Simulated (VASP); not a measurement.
# Se (P6/mmm) in VASP: notebook

Se is run at these levels: PBEsol; tasks: relaxation of cell and atoms, single point.

Everything below comes from runs of VASP 6.6.1. Logs are shortened: lines on timing, memory, paths and dates and some standing lists are left out, and cuts for length are marked.

## 1. The cell of the first run

The structure is hexagonal, space group P6/mmm (No. 191). Conventional cell: a = 5.065 Å, b = 5.065 Å, c = 2.660 Å, α = 90.00°, β = 90.00°, γ = 120.00°. Se (site symmetry 6/mmm) has 14 Se at 2.66 to 3.21 Å within 3.5 Å. Se (site symmetry -6m2) has 11 Se at 2.66 to 3.21 Å within 3.5 Å.

This isn't the form of Se at room conditions, which is trigonal, of chains.

## 2. Relaxation of cell and atoms, PBEsol

INCAR reads:

```
SYSTEM = Se
PREC = Accurate
ENCUT = 600
EDIFF = 1E-6
ISMEAR = 0
SIGMA = 0.1
LREAL = .False.
LASPH = .True.
NELM = 80
ALGO = Normal
ISIF = 3
LWAVE = .False.
LCHARG = .False.
GGA = PS
IBRION = 2
NSW = 100
EDIFFG = -0.01
```

KPOINTS reads:

```
regular mesh
0
Gamma
  9 9 16
  0 0 0
```

POSCAR reads:

```
Se
1.0
    5.0647886413      0.0000000000      0.0000000000
   -2.5323943207      4.3862356282      0.0000000000
    0.0000000000      0.0000000000      2.6595562034
Se
3
Direct
    0.0000000000      0.0000000000      0.0000000000
    0.3333333333      0.6666666667      0.5000000000
    0.6666666667      0.3333333333      0.5000000000
```

Potentials or basis: VASP PAW PBE potentials, release 64 (Se).

Run with:

```console
cat potpaw_PBE.64/Se/POTCAR > POTCAR
mpirun -np 1 vasp_std > vasp.out
```

OUTCAR:

```text
SYSTEM = Se
   PREC = Accurate
   ENCUT = 600
   EDIFF = 1E-6
   ISMEAR = 0
   LREAL = .False.
   LASPH = .True.
   NELM = 80
   ISIF = 3
   GGA = PS
   IBRION = 2
   NSW = 100
   EDIFFG = -0.01

 ion  position               nearest neighbor table
   1  0.000  0.000  0.000-
   2  0.333  0.667  0.500-
   3  0.667  0.333  0.500-

  LATTYP: Found a hexagonal cell.
 ALAT       =     5.0647886413
 C/A-ratio  =     0.5251070463

  Lattice vectors:

 A1 = (   5.0647886413,   0.0000000000,   0.0000000000)
 A2 = (  -2.5323943207,   4.3862356282,   0.0000000000)
 A3 = (   0.0000000000,   0.0000000000,   2.6595562034)

Analysis of symmetry for initial positions (statically):
=====================================================================
 Subroutine PRICEL returns:
 Original cell was already a primitive cell.

 Routine SETGRP: Setting up the symmetry group for a
 hexagonal supercell.

 Subroutine GETGRP returns: Found 24 space group operations
 (whereof 24 operations were pure point group operations)
 out of a pool of 24 trial point group operations.

The static configuration has the point symmetry D_6h.

Analysis of symmetry for dynamics (positions and initial velocities):
=====================================================================
 Subroutine PRICEL returns:
 Original cell was already a primitive cell.

 Routine SETGRP: Setting up the symmetry group for a
 hexagonal supercell.

 Subroutine GETGRP returns: Found 24 space group operations
 (whereof 24 operations were pure point group operations)
 out of a pool of 24 trial point group operations.

The dynamic configuration has the point symmetry D_6h.

 Subroutine INISYM returns: Found 24 space group operations
 (whereof 24 operations are pure point group operations),
 and found     1 'primitive' translations

----------------------------------------------------------------------------------------

                                     Primitive cell

  volume of cell :      59.0830

  direct lattice vectors                    reciprocal lattice vectors
     5.064788641  0.000000000  0.000000000     0.197441605  0.113992964  0.000000000
    -2.532394321  4.386235628  0.000000000     0.000000000  0.227985928  0.000000000
     0.000000000  0.000000000  2.659556203     0.000000000  0.000000000  0.376002582

  length of vectors
     5.064788641  5.064788641  2.659556203     0.227985928  0.227985928  0.376002582

  position of ions in fractional coordinates (direct lattice)
     0.000000000  0.000000000  0.000000000
     0.333333333  0.666666667  0.500000000
     0.666666667  0.333333333  0.500000000

  ion indices of the primitive-cell ions
   primitive index   ion index
                 1           1
                 2           2
                 3           3

----------------------------------------------------------------------------------------

 KPOINTS: regular mesh

Automatic generation of k-mesh.
 Grid dimensions read from file:
 generate k-points for:    9    9   16

 Generating k-lattice:

  Cartesian coordinates                     Fractional coordinates (reciprocal lattice)
     0.021937956  0.012665885  0.000000000     0.111111111  0.000000000  0.000000000
     0.000000000  0.025331770  0.000000000     0.000000000  0.111111111  0.000000000
     0.000000000  0.000000000  0.023500161     0.000000000  0.000000000  0.062500000

  Length of vectors
     0.025331770  0.025331770  0.023500161

  Shift w.r.t. Gamma in fractional coordinates (k-lattice)
     0.000000000  0.000000000  0.000000000

 Subroutine IBZKPT returns following result:
 ===========================================

 Found    108 irreducible k-points:

 Following reciprocal coordinates:
            Coordinates               Weight
  0.000000  0.000000  0.000000      1.000000
  0.111111 -0.000000  0.000000      6.000000
  0.222222 -0.000000  0.000000      6.000000
  0.333333 -0.000000  0.000000      6.000000
  0.444444 -0.000000  0.000000      6.000000
  0.111111  0.111111  0.000000      6.000000
[... 16 lines left out ...]
  0.333333  0.222222  0.062500     24.000000
  0.333333  0.333333  0.062500      4.000000
 [... further k-points ...]
   k-points           NKPTS =    108   k-points in BZ     NKDIM =    108   number of bands    NBANDS=     13
   number of dos      NEDOS =    301   number of ions     NIONS =      3
   total plane-waves  NPLWV =  38400
   dimension x,y,z NGX =    40 NGY =   40 NGZ =   24
   dimension x,y,z NGXF=    80 NGYF=   80 NGZF=   48
   ions per type =               3
   NGX,Y,Z   is equivalent  to a cutoff of  13.13, 13.13, 15.00 a.u.
   NGXF,Y,Z  is equivalent  to a cutoff of  26.26, 26.26, 30.00 a.u.
 SYSTEM =  Se
   PREC   = accura    normal or accurate (medium, high low for compatibility)
   ISTART =      0    job   : 0-new  1-cont  2-samecut
   ICHARG =      2    charge: 1-file 2-atom 10-const
   ISPIN  =      1    spin polarized calculation?
   LNONCOLLINEAR =      F non collinear calculations
   LSORBIT =      F    spin-orbit coupling
   LASPH  =      T    aspherical Exc in radial PAW
   ENCUT  =  600.0 eV  44.10 Ry    6.64 a.u.  10.12 10.12  5.31*2*pi/ulx,y,z
   NELM   =     80;   NELMIN=  2; NELMDL= -5     # of ELM steps
   EDIFF  = 0.1E-05   stopping-criterion for ELM
   LREAL  =      F    real-space projection
   EDIFFG = -.1E-01   stopping-criterion for IOM
   NSW    =    100    number of steps for IOM
   IBRION =      2    ionic relax: 0-MD 1-quasi-New 2-CG
   NFREE  =      1    steps in history (QN), initial steepest desc. (CG)
   ISIF   =      3    stress and relaxation
   ISYM   =      2    0-nonsym 1-usesym 2-fastsym
   POTIM  = 0.5000    time-step for ionic-motion
   TEBEG  =    0.0;   TEEND  =   0.0 temperature during run
   PSTRESS=    0.0 pullay stress
   NELECT =      18.0000    total number of electrons
   NUPDOWN=      -1.0000    fix difference up-down
   EMIN   =  10.00;   EMAX   =-10.00  energy-range for DOS
   EFERMI =   0.00;   METHOD = LEGACY
   ISMEAR =     0;   SIGMA  =   0.10  broadening in eV -4-tet -1-fermi 0-gaus
   EFERMI_NEDOS =   21; number of points for ismear=-14 and -15
   IALGO  =     38    algorithm
   IMIX   =      4    mixing-type and parameters
     AMIX     =   0.40;   BMIX     =  1.00
     AMIX_MAG =   1.60;   BMIX_MAG =  1.00
  volume/ion in A,a.u.               =      19.69       132.90
  Fermi-wavevector in a.u.,A,eV,Ry     =   1.101569  2.081663 16.510033  1.213453
  Thomas-Fermi vector in A             =   2.237998
   LORBIT       =      0    0 simple, 1 ext, 2 COOP (PROOUT), +10 PAW based schemes
   GGA     = PS    functional components
   LHFCALC =     F    Hartree Fock is set to
   AEXX    =    0.0000 exact exchange contribution
   IVDW    =     0    specifies the selected vdW correction
   LEPSILON=     F    determine dielectric tensor
   LRPA    =     F    only Hartree local field effects (RPA)
 conjugate gradient relaxation of ions
 non-spin polarized calculation
 Gauss-broadening in eV      SIGMA  =   0.10
  energy-cutoff  :      600.00
  volume of cell :       59.08
 maximum number of plane-waves:      1997
   NGX = 21   NGY = 21   NGZ = 11

--------------------------------------- Ionic step        1  -------------------------------------------

 number of electron      18.0000000 magnetization

 Free energy of the ion-electron system (eV)
  ---------------------------------------------------
  ext. energy  EPLUGINS =         0.00000000
  ---------------------------------------------------
  free energy    TOTEN  =       -10.18209856 eV

  energy without entropy =      -10.17252341  energy(sigma->0) =      -10.17731099

------------------------ aborting loop because EDIFF is reached ----------------------------------------

  FORCE on cell =-STRESS in cart. coord.  units (eV):
  Direction    XX          YY          ZZ          XY          YZ          ZX
  --------------------------------------------------------------------------------------
  -------------------------------------------------------------------------------------
  Total        0.3495137      0.3495137      0.0612298     -0.0000000      0.0000000      0.0000000
  in kB        9.4779040      9.4779040      1.6603938     -0.0000000      0.0000000      0.0000000
  external PRESSURE =       6.8720673 kB  Pullay stress =       0.0000000 kB
[... 96 lines left out ...]
  energy  without entropy=      -10.1743211695  energy(sigma->0) =      -10.17908513

--------------------------------------- Ionic step        4  -------------------------------------------

 number of electron      18.0000000 magnetization

 Free energy of the ion-electron system (eV)
  ---------------------------------------------------
  ext. energy  EPLUGINS =         0.00000000
  ---------------------------------------------------
  free energy    TOTEN  =       -10.18407615 eV

  energy without entropy =      -10.17473494  energy(sigma->0) =      -10.17940554

 E-fermi :   5.5992     XC(G=0): -10.7923

 val. band max:        5.5758949660   @ k =   0.0000   0.0000   0.5000
 cond. band min:       5.6007336420   @ k =   0.4444  -0.0000   0.1875
 fundamental gap:      0.0248386760
 Fermi energy:         5.5992026175

 k-point     1 :       0.0000    0.0000    0.0000
  band No.  band energies     occupation
      1     -10.8429      2.00000
      2      -7.6221      2.00000
      3      -7.4492      2.00000
      4       0.2237      2.00000
      5       0.2237      2.00000
      6       0.5705      2.00000
      7       0.5705      2.00000
      8       7.6485      0.00000
      9       7.6485      0.00000
     10       8.4890      0.00000
     11      10.6061      0.00000
     12      10.8648      0.00000
     13      14.2711      0.00000
[... 353 lines left out ...]
 k-point    24 :       0.3333    0.3333    0.0625
  band No.  band energies     occupation
      1      -9.0780      2.00000
      2      -9.0780      2.00000
      3      -8.6910      2.00000
      4       0.5409      2.00000
      5       0.8668      2.00000
      6       0.8668      2.00000
      7       5.8125      0.00255
      8       5.8125      0.00255
      9       5.9486      0.00000
     10       9.0176      0.00000
     11       9.0176      0.00000
     12       9.3236      0.00000
     13      12.4886      0.00000

 [... further k-points ...]

------------------------ aborting loop because EDIFF is reached ----------------------------------------

  FORCE on cell =-STRESS in cart. coord.  units (eV):
  Direction    XX          YY          ZZ          XY          YZ          ZX
  --------------------------------------------------------------------------------------
  -------------------------------------------------------------------------------------
  Total       -0.0022608     -0.0022608      0.0294428      0.0000000     -0.0000000      0.0000000
  in kB       -0.0606962     -0.0606962      0.7904578      0.0000000     -0.0000000      0.0000000
  external PRESSURE =       0.2230218 kB  Pullay stress =       0.0000000 kB
[... 18 lines left out ...]
  FREE ENERGIE OF THE ION-ELECTRON SYSTEM (eV)
  ---------------------------------------------------
  free  energy   TOTEN  =       -10.1840761477 eV

  energy  without entropy=      -10.1747349373  energy(sigma->0) =      -10.17940554

 reached required accuracy - stopping structural energy minimisation
```

Wall time 3.7 min (1 thread of Intel Xeon 8259CL, shared host); peak memory 0.25 GiB.

What came out:

- Free energy: -10.1841 eV
- Relaxed volume: 19.89 Å³/atom
- Relaxed cell: a = 5.095 Å, b = 5.095 Å, c = 2.655 Å, α = 90.00°, β = 90.00°, γ = 120.00°
- Space group after relaxing (to 0.1 Å): P6/mmm (No. 191)
- Energy gained by relaxing: 0.7 meV/atom
- Ionic steps: 4
- Pressure after relaxing: 0.0 GPa
- Band gap on the k mesh: zero (bands 9 and 10 overlap by 4.54 eV)

Step by step:
```tsv
step	energy change (eV)	largest force (eV/Å)	pressure (GPa)	volume (Å³)
1	0.0000	0.0000	0.69	59.08
2	-0.0017	0.0000	-0.24	59.81
3	-0.0018	0.0000	-0.13	59.72
4	-0.0020	0.0000	0.02	59.68
```

Final structure:
```xyz
3
Lattice="5.0948 0.0000 0.0000 -2.5474 4.4122 0.0000 0.0000 0.0000 2.6548" Properties=species:S:1:pos:R:3 pbc="T T T"
Se   -2.5474    4.4122    2.6548
Se    0.0000    2.9415    1.3274
Se    2.5474    1.4707    1.3274
```

Caveat: the PAW data sets were made with another functional, which shifts forces and pressure a little.

## 3. Single point, PBEsol

This run uses another cell than the first one, of 19.87 Å³/atom.

INCAR reads:

```
SYSTEM = Se
  PREC = Accurate
  ENCUT = 520
  EDIFF = 1E-6
  ISMEAR = 0
  SIGMA = 0.1
  LREAL = .FALSE.
  LASPH = .TRUE.
  NELM = 60
  ALGO = Normal
  ISIF = 2
  LWAVE = .FALSE.
  LCHARG = .FALSE.
  GGA = PS
  NBANDS = 16
```

KPOINTS reads:

```
regular mesh
0
G
  9 9 16
  0 0 0
```

POSCAR reads:

```
Se
1.0
    5.0924197729      0.0000000000      0.0000000000
   -2.5462098865      4.4101648900      0.0000000000
    0.0000000000      0.0000000000      2.6544148788
Se
3
Direct
    0.0000000000      0.0000000000      0.0000000000
    0.3333333333      0.6666666667      0.5000000000
    0.6666666667      0.3333333333      0.5000000000
```

Potentials or basis: VASP PAW PBE potentials, release 64 (Se).

Run with:

```console
cat potpaw_PBE.64/Se/POTCAR > POTCAR
mpirun -np 1 vasp_std > vasp.out
```

Wall time 38 s (1 thread of Intel Xeon 6975P-C (Granite Rapids), shared host); peak memory 0.23 GiB.

Results (log left out):

* Free energy: -10.1839 eV
* Pressure: 0.1 GPa
* Band gap on the k mesh: zero (bands 9 and 10 overlap by 4.55 eV)

Levels at points of the mesh, in eV from the Fermi level:
| k point | band 5 | band 6 | band 7 | band 8 | band 9 | band 10 | band 11 | band 12 | band 13 | band 14 |
| --- | --- | --- | --- | --- | --- | --- | --- | --- | --- | --- |
| (0.00, 0.00, 0.00) | -5.38 | -5.04 | -5.04 | 2.06 | 2.06 | 2.89 | 5.01 | 5.27 | 8.67 | 9.27 |
| (0.00, 0.00, 0.50) | -5.26 | -4.82 | -2.72 | -2.72 | -0.99 | -0.99 | -0.03 | -0.03 | 4.27 | 4.27 |

Caveat: the PAW data sets were made with another functional, which shifts forces and pressure a little.

## 4. Relaxation of cell and atoms, PBEsol

This run uses another cell than the first one, of 30.65 Å³/atom.

INCAR reads:

```
ALGO = Normal
EDIFF = 1E-6
EDIFFG = -0.04
ENCUT = 600
GGA = PS
IBRION = 2
ISIF = 3
ISMEAR = 0
LASPH = T
LCHARG = F
LREAL = F
LWAVE = F
NELM = 60
NSW = 90
PREC = Accurate
SIGMA = 0.1
```

KPOINTS reads:

```
k-points
0
Gamma
  6 6 6
```

POSCAR reads:

```
Se
1.0
    5.5739670398      0.0000000000      0.0000000000
   -2.7869835199      4.8271970563      0.0000000000
    0.0000000000      0.0000000000      3.4170841418
Se
3
Direct
    0.0000000000      0.0000000000      0.0000000000
    0.3333333333      0.6666666667      0.5000000000
    0.6666666667      0.3333333333      0.5000000000
```

Run with:

```console
cat potpaw_PBE.64/Se/POTCAR > POTCAR
mpirun -np 1 vasp_std > vasp.out
```

Run time: 5.1 min. Hardware: 1 thread of Intel Xeon 6975P-C (Granite Rapids), shared host; peak memory 0.25 GiB.

The run converged. Its results:

```yaml
Free_energy: -10.3872 eV
Relaxed_volume: 24.97 Å³/atom
Relaxed_cell: a = 6.022 Å, b = 6.022 Å, c = 2.386 Å, α = 90.00°, β = 90.00°, γ = 120.00°
Space_group_after_relaxing_to_0.1_Å: P6/mmm (No. 191)
Energy_gained_by_relaxing: 814.9 meV/atom
Ionic_steps: 27
Pressure_after_relaxing: 0.0 GPa
Band_gap_on_the_k_mesh: zero (bands 9 and 10 overlap by 2.19 eV)
```

Stress tensor (GPa, compression positive):
```
-0.02  0.00  0.00
 0.00 -0.02  0.00
 0.00  0.00  0.07
```

Step by step:
| step | energy change (eV) | largest force (eV/Å) | pressure (GPa) | volume (Å³) |
| --- | --- | --- | --- | --- |
| 1 | 0.0000 | 0.0000 | -12.76 | 91.94 |
| 2 | -1.9809 | 0.0000 | -5.12 | 63.15 |
| 3 | -2.0562 | 0.0000 | -0.42 | 58.99 |
| 4 | -2.0562 | 0.0000 | 0.38 | 58.42 |
| 5 | -2.0753 | 0.0000 | 0.54 | 58.22 |
| 6 | -2.1314 | 0.0000 | 1.68 | 57.50 |
| 7 | -2.0509 | 0.0000 | 8.07 | 55.57 |
| 8 | -2.0535 | 0.0000 | 8.13 | 55.61 |
| 9 | -2.0602 | 0.0000 | 8.37 | 55.70 |
| 10 | -2.0826 | 0.0000 | 9.04 | 55.87 |
| 11 | -2.1193 | 0.0000 | 10.95 | 56.17 |
| 12 | -2.1438 | 0.0000 | 10.50 | 56.68 |
| 13 | -2.1870 | 0.0000 | 9.71 | 58.20 |
| 14 | -2.2141 | 0.0000 | 9.43 | 61.24 |
| 15 | -2.3055 | 0.0000 | 6.25 | 62.94 |
| 16 | -2.3889 | 0.0000 | 0.86 | 66.58 |
| 17 | -2.3904 | 0.0000 | 0.23 | 67.10 |
| 18 | -2.3904 | 0.0000 | 0.08 | 67.22 |
| 19 | -2.3918 | 0.0000 | 0.05 | 67.41 |
| 20 | -2.3958 | 0.0000 | 0.04 | 67.99 |
| 21 | -2.4040 | 0.0000 | 0.05 | 69.15 |
| 22 | -2.4243 | 0.0000 | 0.16 | 71.49 |
| 23 | -2.4381 | 0.0000 | 0.53 | 76.23 |
| 24 | -2.4445 | 0.0000 | 0.29 | 74.37 |
| 25 | -2.4445 | 0.0000 | 0.30 | 74.52 |
| 26 | -2.4426 | 0.0000 | -0.74 | 76.02 |
| 27 | -2.4448 | 0.0000 | 0.01 | 74.92 |

Final structure:
```yaml
crystal:
  lattice:
    - [6.02159, 0.00000, 0.00000]
    - [-3.01080, 5.21485, 0.00000]
    - [0.00000, 0.00000, 2.38594]
  atoms:
    - { symbol: Se, position: [0.00000, 0.00000, 0.00000] }
    - { symbol: Se, position: [0.33333, 0.66667, 0.50000] }
    - { symbol: Se, position: [0.66667, 0.33333, 0.50000] }
```

Levels at points of the mesh, in eV from the Fermi level:
```csv
k point,band 6,band 7,band 8,band 9,band 10,band 11,band 12,band 13
"(0.00, 0.00, 0.00)",-4.34,-4.34,-0.88,-0.88,4.84,7.83,8.41,8.55
"(0.50, 0.00, 0.00)",-3.79,-2.11,-1.95,-1.95,5.02,8.06,8.26,8.44
"(0.00, 0.00, 0.50)",-6.21,-0.17,-0.17,0.30,0.30,1.29,1.29,5.69
"(0.50, 0.00, 0.50)",-6.42,-0.48,0.20,0.33,0.51,1.21,1.85,6.31
```

Caveat: the volume moved by over 15 % at a fixed basis, so the end points are rough; the PAW data sets were made with another functional, which shifts forces and pressure a little.

## 5. Overview

| task | cell | k mesh | cutoff (eV) | gap on the mesh (eV) | pressure (GPa) | relaxed volume (Å³/atom) |
| --- | --- | --- | --- | --- | --- | --- |
| relaxation of cell and atoms | relaxed from a = 5.065, b = 5.065, c = 2.660 Å, angles 90.0, 90.0, 120.0°, 3 atoms | 9 × 9 × 16 | 600 | none | 0.0 | 19.89 |
| single point | a = 5.092, b = 5.092, c = 2.654 Å, angles 90.0, 90.0, 120.0°, 3 atoms | 9 × 9 × 16 | 520 | none | 0.1 | - |
| relaxation of cell and atoms | relaxed from a = 5.574, b = 5.574, c = 3.417 Å, angles 90.0, 90.0, 120.0°, 3 atoms | 6 × 6 × 6 | 600 | none | 0.0 | 24.97 |

Alike in all rows: level PBEsol; potentials or basis VASP PAW PBE potentials, release 64 (Se); no spin polarisation; smearing gaussian 0.1 eV.

Caveats: the PAW data sets were made with another functional, which shifts forces and pressure a little; the volume moved by over 15 % at a fixed basis, so the end points are rough (at least some runs).

Absolute energies hang on the potentials; compare differences alone.

The gap in the log of VASP goes by the Fermi energy; the results here count the filled bands.